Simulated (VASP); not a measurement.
# SnO (Pmn2_1) in VASP: notebook, part 2 of 2

VASP 6.6.1.

### Step 3. Single point, PBE+D3(BJ) (20.98 Å³/atom)

Input file INCAR:

```
SYSTEM = SnO
PREC = Accurate ; ENCUT = 520
EDIFF = 1E-7 ; ISMEAR = 0
SIGMA = 0.05 ; LREAL = .False.
LASPH = .True. ; NELM = 80
ALGO = Normal ; ISIF = 2
LWAVE = .False. ; LCHARG = .False.
GGA = PE ; IVDW = 12
NBANDS = 28
```

Input file KPOINTS:

```
regular mesh
0
Gamma
  10 6 8
  0 0 0
```

Input file POSCAR:

```
SnO
1.0
    3.6197668094      0.0000000000      0.0000000000
    0.0000000000      5.8234891199      0.0000000000
    0.0000000000      0.0000000000      3.9818455186
Sn O
2 2
Direct
    0.0000000000      0.2345104856      0.5269946555
    0.5000000000      0.7654895144      0.0269946555
    0.0000000000      0.8836051479      0.7230063445
    0.5000000000      0.1163948521      0.2230063445
```

Potentials or basis: VASP PAW PBE potentials, release 64 (Sn_d, O).

The run is started by

```sh
> cat potpaw_PBE.64/Sn_d/POTCAR potpaw_PBE.64/O/POTCAR > POTCAR
> mpirun -np 1 vasp_std > vasp.out
```

OUTCAR:

```text
SYSTEM = SnO
   PREC = Accurate
   ENCUT = 520
   EDIFF = 1E-7
   ISMEAR = 0
   LREAL = .False.
   LASPH = .True.
   NELM = 80
   ISIF = 2
   GGA = PE
   IVDW = 12
 IVDW          = 12

 ion  position               nearest neighbor table
   1  0.000  0.235  0.527-   3 2.19   4 2.28   4 2.28
   2  0.500  0.765  0.027-   4 2.19   3 2.28   3 2.28
   3  0.000  0.884  0.723-   1 2.19   2 2.28   2 2.28
   4  0.500  0.116  0.223-   2 2.19   1 2.28   1 2.28

  LATTYP: Found a simple orthorhombic cell.
 ALAT       =     3.6197668094
 B/A-ratio  =     1.1000281864
 C/A-ratio  =     1.6088022866

  Lattice vectors:

 A1 = (  -3.6197668094,   0.0000000000,   0.0000000000)
 A2 = (   0.0000000000,   0.0000000000,   3.9818455186)
 A3 = (   0.0000000000,   5.8234891199,   0.0000000000)

Analysis of symmetry for initial positions (statically):
=====================================================================
 Subroutine PRICEL returns:
 Original cell was already a primitive cell.

 Routine SETGRP: Setting up the symmetry group for a
 simple orthorhombic supercell.

 Subroutine GETGRP returns: Found  4 space group operations
 (whereof  2 operations were pure point group operations)
 out of a pool of  8 trial point group operations.

The static configuration has the point symmetry C_1h.
 The point group associated with its full space group is C_2v.

Analysis of symmetry for dynamics (positions and initial velocities):
=====================================================================
 Subroutine PRICEL returns:
 Original cell was already a primitive cell.

 Routine SETGRP: Setting up the symmetry group for a
 simple orthorhombic supercell.

 Subroutine GETGRP returns: Found  4 space group operations
 (whereof  2 operations were pure point group operations)
 out of a pool of  8 trial point group operations.

The dynamic configuration has the point symmetry C_1h.
 The point group associated with its full space group is C_2v.

 Subroutine INISYM returns: Found  4 space group operations
 (whereof  2 operations are pure point group operations),
 and found     1 'primitive' translations

----------------------------------------------------------------------------------------

                                     Primitive cell

  volume of cell :      83.9360

  direct lattice vectors                    reciprocal lattice vectors
     3.619766809  0.000000000  0.000000000     0.276260890  0.000000000  0.000000000
     0.000000000  5.823489120  0.000000000     0.000000000  0.171718360  0.000000000
     0.000000000  0.000000000  3.981845519     0.000000000  0.000000000  0.251139828

  length of vectors
     3.619766809  5.823489120  3.981845519     0.276260890  0.171718360  0.251139828

  position of ions in fractional coordinates (direct lattice)
     0.000000000  0.234510486  0.526994655
     0.500000000  0.765489514  0.026994655
     0.000000000  0.883605148  0.723006344
     0.500000000  0.116394852  0.223006344

  ion indices of the primitive-cell ions
   primitive index   ion index
                 1           1
                 2           2
                 3           3
                 4           4

----------------------------------------------------------------------------------------

[... 25 lines left out ...]
            Coordinates               Weight
  0.000000  0.000000  0.000000      1.000000
  0.100000  0.000000  0.000000      2.000000
  0.200000  0.000000  0.000000      2.000000
  0.300000  0.000000  0.000000      2.000000
  0.400000  0.000000  0.000000      2.000000
  0.500000  0.000000  0.000000      1.000000
[... 16 lines left out ...]
  0.400000  0.500000  0.000000      2.000000
  0.500000  0.500000  0.000000      1.000000
 [... further k-points ...]
   k-points           NKPTS =    120   k-points in BZ     NKDIM =    120   number of bands    NBANDS=     28
   number of dos      NEDOS =    301   number of ions     NIONS =      4
   total plane-waves  NPLWV =  40320
   dimension x,y,z NGX =    28 NGY =   48 NGZ =   30
   dimension x,y,z NGXF=    56 NGYF=   96 NGZF=   60
   ions per type =               2   2
   NGX,Y,Z   is equivalent  to a cutoff of  12.86, 13.70, 12.53 a.u.
   NGXF,Y,Z  is equivalent  to a cutoff of  25.72, 27.41, 25.05 a.u.
 SYSTEM =  SnO
   PREC   = accura    normal or accurate (medium, high low for compatibility)
   ISTART =      0    job   : 0-new  1-cont  2-samecut
   ICHARG =      2    charge: 1-file 2-atom 10-const
   ISPIN  =      1    spin polarized calculation?
   LNONCOLLINEAR =      F non collinear calculations
   LSORBIT =      F    spin-orbit coupling
   LASPH  =      T    aspherical Exc in radial PAW
   ENCUT  =  520.0 eV  38.22 Ry    6.18 a.u.   6.73 10.83  7.40*2*pi/ulx,y,z
   NELM   =     80;   NELMIN=  2; NELMDL= -5     # of ELM steps
   EDIFF  = 0.1E-06   stopping-criterion for ELM
   LREAL  =      F    real-space projection
   EDIFFG = 0.1E-05   stopping-criterion for IOM
   NSW    =      0    number of steps for IOM
   IBRION =     -1    ionic relax: 0-MD 1-quasi-New 2-CG
   NFREE  =      0    steps in history (QN), initial steepest desc. (CG)
   ISIF   =      2    stress and relaxation
   ISYM   =      2    0-nonsym 1-usesym 2-fastsym
   POTIM  = 0.5000    time-step for ionic-motion
   TEBEG  =    0.0;   TEEND  =   0.0 temperature during run
   PSTRESS=    0.0 pullay stress
   NELECT =      40.0000    total number of electrons
   NUPDOWN=      -1.0000    fix difference up-down
   EMIN   =  10.00;   EMAX   =-10.00  energy-range for DOS
   EFERMI =   0.00;   METHOD = LEGACY
   ISMEAR =     0;   SIGMA  =   0.05  broadening in eV -4-tet -1-fermi 0-gaus
   EFERMI_NEDOS =   21; number of points for ismear=-14 and -15
   IALGO  =     38    algorithm
   IMIX   =      4    mixing-type and parameters
     AMIX     =   0.40;   BMIX     =  1.00
     AMIX_MAG =   1.60;   BMIX_MAG =  1.00
  volume/ion in A,a.u.               =      20.98       141.61
  Fermi-wavevector in a.u.,A,eV,Ry     =   1.278730  2.416449 22.247560  1.635150
  Thomas-Fermi vector in A             =   2.411256
   LORBIT       =      0    0 simple, 1 ext, 2 COOP (PROOUT), +10 PAW based schemes
   GGA     = PE    functional components
   LHFCALC =     F    Hartree Fock is set to
   AEXX    =    0.0000 exact exchange contribution
   IVDW    =    12    specifies the selected vdW correction
   LEPSILON=     F    determine dielectric tensor
   LRPA    =     F    only Hartree local field effects (RPA)
 non-spin polarized calculation
 Gauss-broadening in eV      SIGMA  =   0.05
  energy-cutoff  :      520.00
  volume of cell :       83.94
 maximum number of plane-waves:      2280
 NGX is ok and might be reduce to    28
   NGX = 13   NGY = 21   NGZ = 15

 number of electron      40.0000003 magnetization

 Free energy of the ion-electron system (eV)
  ---------------------------------------------------
  ext. energy  EPLUGINS =         0.00000000
  ---------------------------------------------------
  free energy    TOTEN  =       -22.21856009 eV

  energy without entropy =      -22.21856009  energy(sigma->0) =      -22.21856009

 E-fermi :   4.5893     XC(G=0):  -9.3965

 val. band max:        4.3452142774   @ k =   0.0000   0.0000   0.0000
 cond. band min:       5.7464178153   @ k =   0.4000   0.5000   0.0000
 fundamental gap:      1.4012035378
 Fermi energy:         4.5892825221

 k-point     1 :       0.0000    0.0000    0.0000
  band No.  band energies     occupation
      1     -16.6257      2.00000
      2     -16.4756      2.00000
      3     -16.4644      2.00000
      4     -16.4302      2.00000
      5     -16.4111      2.00000
      6     -16.3752      2.00000
[... 733 lines left out ...]
     27      13.1390      0.00000
     28      13.1390      0.00000

 [... further k-points ...]

------------------------ aborting loop because EDIFF is reached ----------------------------------------

 Edisp (eV)   -0.79367

 E8    (eV) :    -0.3471

  FORCE on cell =-STRESS in cart. coord.  units (eV):
  Direction    XX          YY          ZZ          XY          YZ          ZX
  --------------------------------------------------------------------------------------
  -------------------------------------------------------------------------------------
  Total      -5.39691    -3.33554    -2.86564     0.00000     0.00000     0.00000
  in kB    -103.01658   -63.66909   -54.69953     0.00000     0.00000     0.00000
  external pressure =      -73.80 kB  Pullay stress =        0.00 kB

 VOLUME and BASIS-vectors are now :
 -----------------------------------------------------------------------------
  energy-cutoff  :      520.00
  volume of cell :       83.94
      direct lattice vectors                 reciprocal lattice vectors
     3.619766809  0.000000000  0.000000000     0.276260890  0.000000000  0.000000000
     0.000000000  5.823489120  0.000000000     0.000000000  0.171718360  0.000000000
     0.000000000  0.000000000  3.981845519     0.000000000  0.000000000  0.251139828

 POSITION                                       TOTAL-FORCE (eV/Angst)
 -----------------------------------------------------------------------------------
      0.00000      1.36567      2.09841         0.000000     -1.114171     -0.395706
      1.80988      4.45782      0.10749         0.000000      1.114171     -0.395706
      0.00000      5.14566      2.87890         0.000000      0.026339      0.395706
      1.80988      0.67782      0.88798         0.000000     -0.026339      0.395706
 -----------------------------------------------------------------------------------
    total drift:                                0.000000      0.000000      0.000853

  FREE ENERGIE OF THE ION-ELECTRON SYSTEM (eV)
  ---------------------------------------------------
  free  energy   TOTEN  =       -23.0122278566 eV

  energy  without entropy=      -23.0122278566  energy(sigma->0) =      -23.01222786
```

OSZICAR:

```text
N       E                     dE             d eps       ncg     rms          rms(c)
DAV:   1     0.428824661680E+03    0.42882E+03   -0.20251E+04  6936   0.205E+03
DAV:   2     0.418385243503E+02   -0.38699E+03   -0.37146E+03  7052   0.532E+02
DAV:   3    -0.230801386193E+02   -0.64919E+02   -0.63676E+02  7636   0.185E+02
DAV:   4    -0.263710382611E+02   -0.32909E+01   -0.32753E+01  7668   0.453E+01
DAV:   5    -0.264546384872E+02   -0.83600E-01   -0.83588E-01  7448   0.776E+00    0.120E+01
DAV:   6    -0.224580394768E+02    0.39966E+01   -0.21549E+01 10864   0.511E+01    0.606E+00
DAV:   7    -0.222578221713E+02    0.20022E+00   -0.30403E+00  7852   0.993E+00    0.259E+00
DAV:   8    -0.222252162233E+02    0.32606E-01   -0.35561E-01  7476   0.381E+00    0.809E-01
DAV:   9    -0.222175671845E+02    0.76490E-02   -0.42257E-02 10380   0.177E+00    0.265E-01
DAV:  10    -0.222191813659E+02   -0.16142E-02   -0.10196E-02  8252   0.837E-01    0.178E-01
DAV:  11    -0.222185289800E+02    0.65239E-03   -0.28735E-03 10120   0.395E-01    0.176E-02
DAV:  12    -0.222185627030E+02   -0.33723E-04   -0.27808E-04  7216   0.120E-01    0.212E-02
DAV:  13    -0.222185614081E+02    0.12949E-05   -0.21137E-05  8572   0.340E-02    0.137E-02
DAV:  14    -0.222185601264E+02    0.12817E-05   -0.41963E-06  8280   0.152E-02    0.257E-03
DAV:  15    -0.222185600863E+02    0.40071E-07   -0.87277E-07  7456   0.818E-03
   1 F= -.23012228E+02 E0= -.23012228E+02  d E =-.263610E-14
```

It took 92 s on 1 thread of Intel Xeon 6975P-C (Granite Rapids), shared host; peak memory 0.36 GiB.

Results:

| Quantity | Value |
| --- | --- |
| Free energy | -23.0122 eV |
| Pressure | -7.4 GPa |
| Largest force | 1.182 eV/Å |
| Band gap on the k mesh | 1.40 eV (least direct gap 2.15 eV) |
| Dispersion energy per atom | -0.198 eV |

Forces on the atoms (eV/Å):
```
Sn   0.000 -1.114 -0.396
Sn   0.000  1.114 -0.396
O    0.000  0.026  0.396
O    0.000 -0.026  0.396
```

Levels at points of the mesh, in eV from the valence-band top:
```csv
k point,band 17,band 18,band 19,band 20,band 21,band 22,band 23,band 24
"(0.00, 0.00, 0.00)",-2.83,-2.17,-1.55,0.00,3.07,3.20,5.85,6.18
"(0.50, 0.00, 0.00)",-2.06,-2.06,-1.24,-1.24,2.67,2.67,5.43,5.43
"(0.00, 0.50, 0.00)",-3.25,-2.21,-1.29,-1.13,3.70,4.16,4.39,5.22
"(0.50, 0.50, 0.00)",-2.08,-2.08,-1.03,-1.03,1.92,1.92,5.95,5.95
"(0.00, 0.00, 0.50)",-2.75,-2.75,-1.22,-1.22,2.12,2.12,5.28,5.28
"(0.50, 0.00, 0.50)",-2.99,-2.99,-1.18,-1.18,2.22,2.22,4.34,4.34
"(0.00, 0.50, 0.50)",-2.45,-2.45,-1.26,-1.26,1.75,1.75,5.59,5.59
"(0.50, 0.50, 0.50)",-3.19,-3.19,-0.50,-0.50,2.37,2.37,4.03,4.03
```

Caveat: the cell stands under tension; spin-orbit coupling is left out, which moves the levels of the heavy elements; forces of over 1 eV/Å act on the atoms, so gaps and moduli don't describe the material at rest. A k mesh can miss the band edges.

### Step 4. Single point, PBE+D3(BJ) (20.98 Å³/atom)

Input file INCAR:

```
ALGO = Normal
EDIFF = 1E-7
ENCUT = 520
GGA = PE
ISIF = 2
ISMEAR = 0
IVDW = 12
LASPH = T
LCHARG = T
LELF = T
LREAL = F
LVHAR = T
LWAVE = F
NBANDS = 28
NELM = 100
PREC = Accurate
SIGMA = 0.05
```

Input file KPOINTS:

```
k-points
0
Gamma
  10 6 8
```

Input file POSCAR:

```
SnO
1.0
    3.9248127268      0.0000000000      0.0000000000
    0.0000000000      5.5926043431      0.0000000000
    0.0000000000      0.0000000000      3.8239766715
Sn O
2 2
Direct
    0.0000000000      0.2345104856      0.5269946555
    0.5000000000      0.7654895144      0.0269946555
    0.0000000000      0.8836051479      0.7230063445
    0.5000000000      0.1163948521      0.2230063445
```

The run is started by

```sh
> cat potpaw_PBE.64/Sn_d/POTCAR potpaw_PBE.64/O/POTCAR > POTCAR
> mpirun -np 1 vasp_std > vasp.out
```

It took 1.9 min on 1 thread of Intel Xeon 6975P-C (Granite Rapids), shared host; peak memory 0.34 GiB.

Results (log left out):

| Item | Value |
| --- | --- |
| Free energy | -22.7226 eV |
| Pressure | -6.2 GPa |
| Largest force | 0.850 eV/Å |
| Band gap on the k mesh | 1.34 eV (least direct gap 2.28 eV) |
| Dispersion energy per atom | -0.200 eV |

Forces on the atoms (eV/Å):
```
Sn   0.000 -0.724 -0.446
Sn   0.000  0.724 -0.446
O    0.000 -0.210  0.446
O    0.000  0.210  0.446
```

Stress tensor (GPa, compression positive):
```
-12.19   0.00   0.00
  0.00  -2.67   0.00
  0.00   0.00  -3.82
```

Levels at points of the mesh, in eV from the valence-band top:
| k point | band 17 | band 18 | band 19 | band 20 | band 21 | band 22 | band 23 | band 24 |
| --- | --- | --- | --- | --- | --- | --- | --- | --- |
| (0.00, 0.00, 0.00) | -2.54 | -2.04 | -1.30 | 0.00 | 3.27 | 3.39 | 5.60 | 6.14 |
| (0.50, 0.00, 0.00) | -1.89 | -1.89 | -1.23 | -1.23 | 3.11 | 3.11 | 5.75 | 5.75 |
| (0.00, 0.50, 0.00) | -2.88 | -2.11 | -1.14 | -1.02 | 3.92 | 4.46 | 4.54 | 4.69 |
| (0.50, 0.50, 0.00) | -1.93 | -1.93 | -1.00 | -1.00 | 2.19 | 2.19 | 5.97 | 5.97 |
| (0.00, 0.00, 0.50) | -2.78 | -2.78 | -1.23 | -1.23 | 1.75 | 1.75 | 5.75 | 5.75 |
| (0.50, 0.00, 0.50) | -2.68 | -2.68 | -1.14 | -1.14 | 2.15 | 2.15 | 4.20 | 4.20 |
| (0.00, 0.50, 0.50) | -2.47 | -2.47 | -1.09 | -1.09 | 1.66 | 1.66 | 5.56 | 5.56 |
| (0.50, 0.50, 0.50) | -2.88 | -2.88 | -0.34 | -0.34 | 2.09 | 2.09 | 4.37 | 4.37 |

Caveat: the stress differs along the axes, from -12 to -3 GPa; spin-orbit coupling is left out, which moves the levels of the heavy elements.

### Step 5. Overview

```tsv
cell	gap on the mesh (eV)	pressure (GPa)	largest force (eV/Å)
a = 3.079, b = 6.314, c = 4.317 Å, 4 atoms	1.62	-4.5	1.64
a = 3.620, b = 5.823, c = 3.982 Å, 4 atoms	1.40	-7.4	1.18
a = 3.925, b = 5.593, c = 3.824 Å, 4 atoms	1.34	-6.2	0.85
```

Alike in all rows: task single point; level PBE+D3(BJ); potentials or basis VASP PAW PBE potentials, release 64 (Sn_d, O); no spin polarisation; k mesh 10 × 6 × 8; cutoff (eV) 520; smearing gaussian 0.05 eV.

Caveats: spin-orbit coupling is left out, which moves the levels of the heavy elements; forces of over 1 eV/Å act on the atoms, so gaps and moduli don't describe the material at rest (at least some runs); the stress differs along the axes, from -11 to 5 GPa (at least some runs); the cell stands under tension (at least some runs); the stress differs along the axes, from -12 to -3 GPa (at least some runs).

Total energies depend on the potentials used, so only differences within one code and one set of settings carry meaning.
